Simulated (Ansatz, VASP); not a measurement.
This is a calculation of Cu for VASP 6.6.1.

File INCAR:

```
  ALGO = Normal
  EDIFF = 1E-6
  ENCUT = 700
  GGA = PS
  GGA_COMPAT = F
  ISIF = 2
  ISMEAR = -1
  LASPH = T
  LCHARG = F
  LREAL = F
  LWAVE = F
  NBANDS = 46
  NELM = 120
  PREC = Accurate
  SIGMA = 0.05
```

File KPOINTS:

```
k-points
0
Gamma
  12 12 4
```

POSCAR

```
Cu
1.0
    2.4965603200      0.0000000000      0.0000000000
   -1.2482801600      2.1620846592      0.0000000000
    0.0000000000      0.0000000000      8.1501552425
Cu
4
Direct
    0.6666666667      0.3333333333      0.7500000000
    0.0000000000      0.0000000000      0.5000000000
    0.3333333333      0.6666666667      0.2500000000
    0.0000000000      0.0000000000      0.0000000000
```

Potentials or basis: VASP PAW PBE potentials, release 64 (Cu_sv_GW).

The run is started by

```bash
$ cat potpaw_PBE.64/Cu_sv_GW/POTCAR > POTCAR
$ mpirun -np 1 vasp_std > vasp.out
```

**Question.** Set up the same calculation for Ansatz 0.2.0. Potentials there: Ansatz PAW.

**Answer.** As run (the cutoff follows the program's own potentials):

The input input.yaml:

```yaml
crystal:
  lattice:
    - [2.49656032, 0.0, 0.0]
    - [-1.24828016, 2.1620846592, 0.0]
    - [0.0, 0.0, 8.1501552425]
  atoms:
    - { symbol: Cu, position: [0.6666666667, 0.3333333333, 0.75] }
    - { symbol: Cu, position: [0.0, 0.0, 0.5] }
    - { symbol: Cu, position: [0.3333333333, 0.6666666667, 0.25] }
    - { symbol: Cu, position: [0.0, 0.0, 0.0] }
hamiltonian:
  xc: pbesol
  pseudopotentials: { kind: paw }
kpoints:
  mp_grid: { grid: [12, 12, 4] }
scf:
  occupations: { method: fermi_dirac, width: 0.05 }
output:
  forces: true
  stress: true
  eigenvalues: true
```

Potentials or basis: Ansatz PAW.

The run is started by

```bash
$ ansatz run input.yaml --threads 1 --pin off --max-ram 3584MiB --backend cpu --events-out ev --progress --plain --runs-dir out
```

Both were run:

|  | VASP | Ansatz | Ansatz less VASP |
| --- | --- | --- | --- |
| gap on the k mesh at the Fermi level (eV) | none | none | - |
| pressure (GPa) | 0.3 | 5.3 | +4.93 |
| traceless stress, the component that is largest in VASP (GPa) | -0.35 | -0.33 | +0.015 |

VASP's potentials were made for PBE, not for PBEsol. A gap of «none» marks a metal or a gap that the smearing closes. One of these differences is far larger than is usual between the two programs; its cause wasn't traced. With one functional, cell and mesh, what is left measures potentials, basis and numerics.
